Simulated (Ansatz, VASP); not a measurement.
# One calculation of Sn2Ge, two programs

INCAR

```
PREC = Accurate
ENCUT = 520
EDIFF = 1E-6
ISMEAR = -1
SIGMA = 0.02
LREAL = False
LASPH = True
NELM = 150
ALGO = Normal
ISIF = 2
LWAVE = False
LCHARG = False
MAGMOM = 0 0 0 0 0 0 0 0 0 0 0 0 0 0 0 0 0 0
LORBIT = 11
LSORBIT = True
GGA_COMPAT = False
LORBMOM = True
GGA = PE
NBANDS = 100
```

KPOINTS

```
regular mesh
0
Gamma
  6 6 2
```

POSCAR

```
Sn2Ge
1.0
    4.4544766959      0.0000000000      0.0000000000
   -2.2272383479      3.8576899792      0.0000000000
    0.0000000000      0.0000000000     10.8392198722
Ge Sn
2 4
Direct
    0.0000000000      0.0000000000      0.8860075590
    0.0000000000      0.0000000000      0.1139924410
    0.6666666667      0.3333333333      0.5487245238
    0.3333333333      0.6666666667      0.1894826606
    0.6666666667      0.3333333333      0.8105173394
    0.3333333333      0.6666666667      0.4512754762
```

Input for Ansatz:

```yaml
crystal:
  lattice:
    - [4.4544766959, 0.0, 0.0]
    - [-2.2272383479, 3.8576899792, 0.0]
    - [0.0, 0.0, 10.8392198722]
  atoms:
    - { symbol: Ge, position: [0.0, 0.0, 0.886007559] }
    - { symbol: Sn, position: [0.6666666667, 0.3333333333, 0.5487245238] }
    - { symbol: Sn, position: [0.3333333333, 0.6666666667, 0.1894826606] }
    - { symbol: Sn, position: [0.6666666667, 0.3333333333, 0.8105173394] }
    - { symbol: Sn, position: [0.3333333333, 0.6666666667, 0.4512754762] }
    - { symbol: Ge, position: [0.0, 0.0, 0.113992441] }
kpoints:
  mp_grid: { grid: [6, 6, 2] }
  band_path:
    path:
      - [0.0, 0.0, 0.0]
      - [0.5, 0.0, 0.0]
      - [0.3333333333, 0.3333333333, 0.0]
      - [0.0, 0.0, 0.5]
      - [0.5, 0.0, 0.5]
      - [0.3333333333, 0.3333333333, 0.5]
      - [0.0, 0.0, 0.1]
    npoints: 1
hamiltonian:
  xc: pbe
scf:
  occupations: { method: fermi_dirac, width: 0.02 }
  n_extra_bands: 10
magnetization:
  noncollinear: true
  spin_orbit: true
output:
  forces: true
  stress: true
  eigenvalues: true
  write_density: true
  write_potential: true
  elf: true
  volumetric_format: npy
```

Alike in both runs: task single point; functional PBE; k mesh 6 × 6 × 2; occupations fermi-dirac, width 0.02 eV; non-collinear spin, spin-orbit coupling.

```csv
,VASP,Ansatz
version,VASP 6.6.1,Ansatz 0.2.0
potentials or method,"VASP PAW PBE potentials, release 64 (Ge_d, Sn_d)","plane waves, PAW"
plane-wave cutoff (eV),520,420
valence electrons in the cell,84,84
```

|  | VASP | Ansatz | Ansatz less VASP |
| --- | --- | --- | --- |
| pressure (GPa) | 1.8 | 1.8 | +0.02 |
| rms of the force components (eV/Å) | 0.038 | 0.038 | +0.0004 |
| net moment per atom (μB) | 0.00 | 0.00 | 0.000 |

The functional is the same, so the differences come from potentials, cutoffs and numerics.
